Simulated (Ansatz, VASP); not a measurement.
Be2Cl3: VASP beside Ansatz

Contents of INCAR:

```
PREC     = Accurate       # precision mode
ENCUT    = 600            # plane-wave cutoff, eV
EDIFF    = 1E-6           # SCF threshold, eV
ISMEAR   = 0              # smearing method
SIGMA    = 0.1            # smearing width, eV
LREAL    = False          # projectors in reciprocal space
LASPH    = True           # aspherical terms in the spheres
NELM     = 100            # most SCF steps
ALGO     = Normal         # electronic algorithm
ISIF     = 3              # what is computed and relaxed
LWAVE    = False          # write WAVECAR
LCHARG   = False          # write CHGCAR
GGA      = PE             # functional
IBRION   = 2              # ionic algorithm
NSW      = 100            # ionic steps
EDIFFG   = -0.01          # ionic threshold
```

KPOINTS

```
Automatic mesh
0
Gamma
  6 6 6
```

Contents of POSCAR:

```
Be2Cl3
1.0
    2.9817633988      1.7215219009      6.9590437613
   -2.9817633988      1.7215219009      6.9590437613
    0.0000000000     -3.4430438019      6.9590437613
Be Cl
4 6
Direct
    0.4433199628      0.4433199628      0.4433199628
    0.0566800372      0.0566800372      0.0566800372
    0.5566800372      0.5566800372      0.5566800372
    0.9433199628      0.9433199628      0.9433199628
    0.5984420445      0.9015579555      0.2500000000
    0.2500000000      0.5984420445      0.9015579555
    0.9015579555      0.2500000000      0.5984420445
    0.4015579555      0.0984420445      0.7500000000
    0.7500000000      0.4015579555      0.0984420445
    0.0984420445      0.7500000000      0.4015579555
```

Input for Ansatz:

```yaml
crystal:
  lattice:
    - [2.9817633988, 1.7215219009, 6.9590437613]
    - [-2.9817633988, 1.7215219009, 6.9590437613]
    - [0.0, -3.4430438019, 6.9590437613]
  atoms:
    - { symbol: Be, position: [0.4433199628, 0.4433199628, 0.4433199628] }
    - { symbol: Be, position: [0.0566800372, 0.0566800372, 0.0566800372] }
    - { symbol: Be, position: [0.5566800372, 0.5566800372, 0.5566800372] }
    - { symbol: Be, position: [0.9433199628, 0.9433199628, 0.9433199628] }
    - { symbol: Cl, position: [0.5984420445, 0.9015579555, 0.25] }
    - { symbol: Cl, position: [0.25, 0.5984420445, 0.9015579555] }
    - { symbol: Cl, position: [0.9015579555, 0.25, 0.5984420445] }
    - { symbol: Cl, position: [0.4015579555, 0.0984420445, 0.75] }
    - { symbol: Cl, position: [0.75, 0.4015579555, 0.0984420445] }
    - { symbol: Cl, position: [0.0984420445, 0.75, 0.4015579555] }
basis:
  ecutwfc: 420
kpoints:
  mp_grid: { grid: [6, 6, 6] }
hamiltonian:
  xc: pbe
scf:
  occupations: { method: gaussian, width: 0.1 }
output:
  forces: true
  stress: true
  eigenvalues: true
relax:
  adjacent_minimum: "off"
  f_tol: 0.01
  max_steps: 80
  cell: { stress_tol: 0.05 }
```

Alike in both runs: task relaxation of cell and atoms; functional PBE; k mesh 6 × 6 × 6; occupations gaussian, width 0.1 eV; no spin polarisation.

|  | VASP | Ansatz |
| --- | --- | --- |
| version | VASP 6.6.1 | Ansatz 0.2.0 |
| potentials or method | VASP PAW PBE potentials, release 64 (Be, Cl), cutoff 600 eV | scalar-relativistic, plane waves, PAW |
| valence electrons in the cell | 50 | 50 |

```tsv
	VASP	Ansatz	Ansatz less VASP
gap on the k mesh at the Fermi level, each at its own relaxed structure (eV)	none	none	-
relaxed volume (Å³/atom)	21.64	21.64	-0.005
relaxed cell length with the largest relative difference (Å)	7.842	7.839	-0.0026
```

A gap of «none» marks a metal or a gap that the smearing closes.
